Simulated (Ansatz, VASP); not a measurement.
**Two plane-wave programs on Cu3O2**

Contents of INCAR:

```
SYSTEM = Cu3O2
  PREC = Accurate
  ENCUT = 520
  EDIFF = 1E-7
  ISMEAR = 0
  SIGMA = 0.15
  LREAL = .FALSE.
  LASPH = .TRUE.
  NELM = 60
  ALGO = Normal
  ISIF = 2
  LWAVE = .FALSE.
  LCHARG = .TRUE.
  GGA = PE
  LELF = .TRUE.
  LVHAR = .TRUE.
  NBANDS = 30
```

The input KPOINTS:

```
Automatic mesh
0
G
  14 14 14
  0 0 0
```

File POSCAR:

```
Cu3O2
1.0
   -2.0130000000      2.0130000000      3.9644000000
    2.0130000000     -2.0130000000      3.9644000000
    2.0130000000      2.0130000000     -3.9644000000
Cu O
3 2
Direct
    0.2500000000      0.7500000000      0.5000000000
    0.7500000000      0.2500000000      0.5000000000
    0.0000000000      0.0000000000      0.0000000000
    0.0000000000      0.5000000000      0.5000000000
    0.5000000000      0.0000000000      0.5000000000
```

Input for Ansatz:

```yaml
crystal:
  lattice:
    - [-2.013, 2.013, 3.9644]
    - [2.013, -2.013, 3.9644]
    - [2.013, 2.013, -3.9644]
  atoms:
    - { symbol: Cu, position: [0.25, 0.75, 0.5] }
    - { symbol: Cu, position: [0.75, 0.25, 0.5] }
    - { symbol: Cu, position: [0.0, 0.0, 0.0] }
    - { symbol: O, position: [0.0, 0.5, 0.5] }
    - { symbol: O, position: [0.5, 0.0, 0.5] }
basis:
  ecutwfc: 520.0
kpoints:
  mp_grid: { grid: [14, 14, 14] }
hamiltonian:
  xc: pbe
  pseudopotentials: { kind: paw, azcp: { folder: soft_1 } }
scf:
  occupations: { method: gaussian, width: 0.15 }
output:
  forces: true
  stress: true
  eigenvalues: true
```

Alike in both runs: task single point; functional PBE; k mesh 14 × 14 × 14; occupations gaussian, width 0.15 eV; no spin polarisation.

|  | VASP | Ansatz |
| --- | --- | --- |
| version | VASP 6.6.1 | Ansatz 0.2.0 |
| potentials or method | VASP PAW PBE potentials, release 64 (Cu, O), cutoff 520 eV | scalar-relativistic, plane waves, PAW |
| valence electrons in the cell | 45 | 69 |

```tsv
	VASP	Ansatz	Ansatz less VASP
gap on the k mesh at the Fermi level (eV)	none	none	-
pressure (GPa)	-9.9	-10.4	-0.49
traceless stress, the component that is largest in VASP (GPa)	-13.88	-14.08	-0.192
```

A gap of «none» marks a metal or a gap that the smearing closes. VASP's potentials hold 45 valence electrons a cell and Ansatz's 69, so a difference there can come from the potentials and not from the codes.
